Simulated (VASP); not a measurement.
# SrTe (Fm-3m) in VASP: settings compared, part 2 of 3

VASP 6.6.1. The steps go on from the part before.

## 3. Single point, BLYP (35.40 Å³/atom)

This run uses another cell than the first one, of 35.40 Å³/atom.

INCAR

```
PREC = Accurate
ENCUT = 500
EDIFF = 1E-6
ISMEAR = 0
SIGMA = 0.05
LREAL = False
LASPH = True
NELM = 120
ALGO = Normal
ISIF = 2
LWAVE = False
LCHARG = False
GGA = B5
ALDAX = 1.0
AGGAX = 1.0
AGGAC = 1.0
ALDAC = 0.0
NBANDS = 15
GGA_COMPAT = False
```

KPOINTS

```
regular mesh
0
Gamma
  6 6 6
```

POSCAR

```
SrTe
1.0
    0.0000000000      3.2835482389      3.2835482389
    3.2835482389      0.0000000000      3.2835482389
    3.2835482389      3.2835482389      0.0000000000
Sr Te
1 1
Direct
    0.5000000000      0.5000000000      0.5000000000
    0.0000000000      0.0000000000      0.0000000000
```

Potentials or basis: VASP PAW PBE potentials, release 64 (Sr_sv, Te).

On the command line:

```
$ cat potpaw_PBE.64/Sr_sv/POTCAR potpaw_PBE.64/Te/POTCAR > POTCAR
$ mpirun -np 1 vasp_std > vasp.out
```

OUTCAR:

```text
PREC = Accurate
   ENCUT = 500
   EDIFF = 1E-6
   ISMEAR = 0
   LREAL = False
   LASPH = True
   NELM = 120
   ISIF = 2
   GGA = B5

 ion  position               nearest neighbor table
   1  0.500  0.500  0.500-   2 3.28   2 3.28   2 3.28   2 3.28   2 3.28   2 3.28
   2  0.000  0.000  0.000-   1 3.28   1 3.28   1 3.28   1 3.28   1 3.28   1 3.28

  LATTYP: Found a face centered cubic cell.
 ALAT       =     6.5670964778

  Lattice vectors:

 A1 = (   0.0000000000,   3.2835482389,   3.2835482389)
 A2 = (   3.2835482389,   0.0000000000,   3.2835482389)
 A3 = (   3.2835482389,   3.2835482389,   0.0000000000)

Analysis of symmetry for initial positions (statically):
=====================================================================
 Subroutine PRICEL returns:
 Original cell was already a primitive cell.

 Routine SETGRP: Setting up the symmetry group for a
 face centered cubic supercell.

 Subroutine GETGRP returns: Found 48 space group operations
 (whereof 48 operations were pure point group operations)
 out of a pool of 48 trial point group operations.

The static configuration has the point symmetry O_h .

Analysis of symmetry for dynamics (positions and initial velocities):
=====================================================================
 Subroutine PRICEL returns:
 Original cell was already a primitive cell.

 Routine SETGRP: Setting up the symmetry group for a
 face centered cubic supercell.

 Subroutine GETGRP returns: Found 48 space group operations
 (whereof 48 operations were pure point group operations)
 out of a pool of 48 trial point group operations.

The dynamic configuration has the point symmetry O_h .

 Subroutine INISYM returns: Found 48 space group operations
 (whereof 48 operations are pure point group operations),
 and found     1 'primitive' translations

----------------------------------------------------------------------------------------

                                     Primitive cell

  volume of cell :      70.8044

  direct lattice vectors                    reciprocal lattice vectors
     0.000000000  3.283548239  3.283548239    -0.152274297  0.152274297  0.152274297
     3.283548239  0.000000000  3.283548239     0.152274297 -0.152274297  0.152274297
     3.283548239  3.283548239  0.000000000     0.152274297  0.152274297 -0.152274297

  length of vectors
     4.643638452  4.643638452  4.643638452     0.263746819  0.263746819  0.263746819

  position of ions in fractional coordinates (direct lattice)
     0.500000000  0.500000000  0.500000000
     0.000000000  0.000000000  0.000000000

  ion indices of the primitive-cell ions
   primitive index   ion index
                 1           1
                 2           2

----------------------------------------------------------------------------------------

 KPOINTS: regular mesh

Automatic generation of k-mesh.
 Grid dimensions read from file:
 generate k-points for:    6    6    6

 Generating k-lattice:

  Cartesian coordinates                     Fractional coordinates (reciprocal lattice)
    -0.025379050  0.025379050  0.025379050     0.166666667  0.000000000  0.000000000
     0.025379050 -0.025379050  0.025379050     0.000000000  0.166666667  0.000000000
     0.025379050  0.025379050 -0.025379050     0.000000000  0.000000000  0.166666667

  Length of vectors
     0.043957803  0.043957803  0.043957803

  Shift w.r.t. Gamma in fractional coordinates (k-lattice)
[... 29 lines left out ...]
   dimension x,y,z NGXF=    72 NGYF=   72 NGZF=   72
   ions per type =               1   1
   NGX,Y,Z   is equivalent  to a cutoff of  12.89, 12.89, 12.89 a.u.
   NGXF,Y,Z  is equivalent  to a cutoff of  25.78, 25.78, 25.78 a.u.
 SYSTEM =  unknown system
   PREC   = accura    normal or accurate (medium, high low for compatibility)
   ISTART =      0    job   : 0-new  1-cont  2-samecut
   ICHARG =      2    charge: 1-file 2-atom 10-const
   ISPIN  =      1    spin polarized calculation?
   LNONCOLLINEAR =      F non collinear calculations
   LSORBIT =      F    spin-orbit coupling
   LASPH  =      T    aspherical Exc in radial PAW
   ENCUT  =  500.0 eV  36.75 Ry    6.06 a.u.   8.47  8.47  8.47*2*pi/ulx,y,z
   NELM   =    120;   NELMIN=  2; NELMDL= -5     # of ELM steps
   EDIFF  = 0.1E-05   stopping-criterion for ELM
   LREAL  =      F    real-space projection
   EDIFFG = 0.1E-04   stopping-criterion for IOM
   NSW    =      0    number of steps for IOM
   IBRION =     -1    ionic relax: 0-MD 1-quasi-New 2-CG
   NFREE  =      0    steps in history (QN), initial steepest desc. (CG)
   ISIF   =      2    stress and relaxation
   ISYM   =      2    0-nonsym 1-usesym 2-fastsym
   POTIM  = 0.5000    time-step for ionic-motion
   TEBEG  =    0.0;   TEEND  =   0.0 temperature during run
   PSTRESS=    0.0 pullay stress
   NELECT =      16.0000    total number of electrons
   NUPDOWN=      -1.0000    fix difference up-down
   EMIN   =  10.00;   EMAX   =-10.00  energy-range for DOS
   EFERMI =   0.00;   METHOD = LEGACY
   ISMEAR =     0;   SIGMA  =   0.05  broadening in eV -4-tet -1-fermi 0-gaus
   EFERMI_NEDOS =   21; number of points for ismear=-14 and -15
   IALGO  =     38    algorithm
   IMIX   =      4    mixing-type and parameters
     AMIX     =   0.40;   BMIX     =  1.00
     AMIX_MAG =   1.60;   BMIX_MAG =  1.00
  volume/ion in A,a.u.               =      35.40       238.91
  Fermi-wavevector in a.u.,A,eV,Ry     =   0.997152  1.884344 13.528441  0.994312
  Thomas-Fermi vector in A             =   2.129289
   LORBIT       =      0    0 simple, 1 ext, 2 COOP (PROOUT), +10 PAW based schemes
   GGA     = B5    functional components
   LHFCALC =     F    Hartree Fock is set to
   AEXX    =    0.0000 exact exchange contribution
   IVDW    =     0    specifies the selected vdW correction
   LEPSILON=     F    determine dielectric tensor
   LRPA    =     F    only Hartree local field effects (RPA)
 non-spin polarized calculation
 Gauss-broadening in eV      SIGMA  =   0.05
  energy-cutoff  :      500.00
  volume of cell :       70.80
 maximum number of plane-waves:      1820
 NGX is ok and might be reduce to    36
   NGX = 17   NGY = 17   NGZ = 17

 number of electron      16.0000000 magnetization

 Free energy of the ion-electron system (eV)
  ---------------------------------------------------
  ext. energy  EPLUGINS =         0.00000000
  ---------------------------------------------------
  free energy    TOTEN  =        -7.12878562 eV

  energy without entropy =       -7.12878562  energy(sigma->0) =       -7.12878562

 E-fermi :   3.8981     XC(G=0):  -8.1349

 val. band max:        3.5956697676   @ k =   0.0000   0.0000   0.0000
 cond. band min:       5.3151510333   @ k =   0.5000   0.5000   0.0000
 fundamental gap:      1.7194812657
 Fermi energy:         3.8981373566

 k-point     1 :       0.0000    0.0000    0.0000
  band No.  band energies     occupation
      1     -31.0841      2.00000
      2     -13.1319      2.00000
      3     -13.1319      2.00000
      4     -13.1319      2.00000
      5      -6.5025      2.00000
      6       3.5957      2.00000
      7       3.5957      2.00000
      8       3.5957      2.00000
      9       6.8470      0.00000
     10       6.8470      0.00000
     11       6.8470      0.00000
     12       6.8548      0.00000
     13       7.4851      0.00000
     14       7.4851      0.00000
[... 257 lines left out ...]
      2     -13.2166      2.00000
      3     -13.1870      2.00000
      4     -13.1799      2.00000
      5      -5.9428      2.00000
      6       1.7869      2.00000
      7       2.1909      2.00000
      8       2.3257      2.00000
      9       6.5083      0.00000
     10       8.1194      0.00000
     11       8.6723      0.00000
     12       9.3482      0.00000
     13       9.7446      0.00000
     14      10.2636      0.00000
     15      12.4524      0.00000

------------------------ aborting loop because EDIFF is reached ----------------------------------------

  FORCE on cell =-STRESS in cart. coord.  units (eV):
  Direction    XX          YY          ZZ          XY          YZ          ZX
  --------------------------------------------------------------------------------------
  -------------------------------------------------------------------------------------
  Total        2.1009959      2.1009959      2.1009959      0.0000000     -0.0000000      0.0000000
  in kB       47.5417976     47.5417976     47.5417976      0.0000000     -0.0000000      0.0000000
  external PRESSURE =      47.5417976 kB  Pullay stress =       0.0000000 kB

 VOLUME and BASIS-vectors are now :
 -----------------------------------------------------------------------------
  energy-cutoff  :      500.00
  volume of cell :       70.80
      direct lattice vectors                 reciprocal lattice vectors
     0.000000000  3.283548239  3.283548239    -0.152274297  0.152274297  0.152274297
     3.283548239  0.000000000  3.283548239     0.152274297 -0.152274297  0.152274297
     3.283548239  3.283548239  0.000000000     0.152274297  0.152274297 -0.152274297

 POSITION                                       TOTAL-FORCE (eV/Angst)
 -----------------------------------------------------------------------------------
      3.28355      3.28355      3.28355         0.000000     -0.000000      0.000000
      0.00000      0.00000      0.00000        -0.000000      0.000000     -0.000000
 -----------------------------------------------------------------------------------
    total drift:                                0.000000      0.000000      0.000000

  FREE ENERGIE OF THE ION-ELECTRON SYSTEM (eV)
  ---------------------------------------------------
  free  energy   TOTEN  =        -7.1287856245 eV

  energy  without entropy=       -7.1287856245  energy(sigma->0) =       -7.12878562
```

OSZICAR:

```text
N       E                     dE             d eps       ncg     rms          rms(c)
DAV:   1     0.643591090154E+02    0.64359E+02   -0.65778E+03   480   0.851E+02
DAV:   2    -0.271577987447E+01   -0.67075E+02   -0.62543E+02   635   0.185E+02
DAV:   3    -0.722601729271E+01   -0.45102E+01   -0.44864E+01   874   0.375E+01
DAV:   4    -0.728310563680E+01   -0.57088E-01   -0.57063E-01   572   0.423E+00
DAV:   5    -0.728467929294E+01   -0.15737E-02   -0.15736E-02   753   0.571E-01    0.157E+01
DAV:   6    -0.713376088760E+01    0.15092E+00   -0.19046E-01   571   0.216E+00    0.959E+00
DAV:   7    -0.713127613564E+01    0.24848E-02   -0.21761E-01   607   0.253E+00    0.144E+00
DAV:   8    -0.712850159009E+01    0.27745E-02   -0.27679E-02   515   0.828E-01    0.499E-01
DAV:   9    -0.712860359523E+01   -0.10201E-03   -0.13727E-03   599   0.243E-01    0.275E-01
DAV:  10    -0.712877885412E+01   -0.17526E-03   -0.18344E-04   516   0.902E-02    0.578E-02
DAV:  11    -0.712878302982E+01   -0.41757E-05   -0.14874E-05   694   0.186E-02    0.414E-02
DAV:  12    -0.712878506389E+01   -0.20341E-05   -0.71647E-06   508   0.127E-02    0.276E-02
DAV:  13    -0.712878562448E+01   -0.56059E-06   -0.85798E-07   501   0.642E-03
   1 F= -.71287856E+01 E0= -.71287856E+01  d E =-.501421E-19
```

stdout:

```text
POSCAR found type information on POSCAR SrTe
 POSCAR found :  2 types and       2 ions
 scaLAPACK will be used
 -----------------------------------------------------------------------------
|                                                                             |
|                                                                             |
|     You enforced a specific xc type in the INCAR file but a different       |
|     I HOPE YOU KNOW WHAT YOU ARE DOING!                                     |
|                                                                             |
 -----------------------------------------------------------------------------

 LDA part: xc-table for (Slater(with rela. corr.)+VWN5), standard interpolation
 POSCAR, INCAR and KPOINTS ok, starting setup
 FFT: planning ... GRIDC
 FFT: planning ... GRID_SOFT
 FFT: planning ... GRID
 WAVECAR not read
 entering main loop
```

Run time: 43 s. Hardware: 1 thread of Intel Xeon 8259CL, shared host; peak memory 0.21 GiB.

What came out:

| Quantity | Value |
| --- | --- |
| Free energy | -7.1288 eV |
| Pressure | 4.8 GPa |
| Band gap on the k mesh | 1.72 eV (least direct gap 2.47 eV) |

Levels at points of the mesh, in eV from the valence-band top:
| k point | band 6 | band 7 | band 8 | band 9 | band 10 | band 11 |
| --- | --- | --- | --- | --- | --- | --- |
| (0.00, 0.00, 0.00) | 0.00 | 0.00 | 0.00 | 3.25 | 3.25 | 3.25 |
| (0.50, 0.00, 0.00) | -2.91 | -1.20 | -1.20 | 4.20 | 5.23 | 5.33 |
| (0.50, 0.50, 0.00) | -1.98 | -0.75 | -0.75 | 1.72 | 4.12 | 4.80 |

Caveat: the cell stands under pressure; the PAW data sets were made with another functional, which shifts forces and pressure a little; spin-orbit coupling is left out, which moves the levels of the heavy elements. A k mesh can miss the band edges.

(Continued in part 3 of 3.)
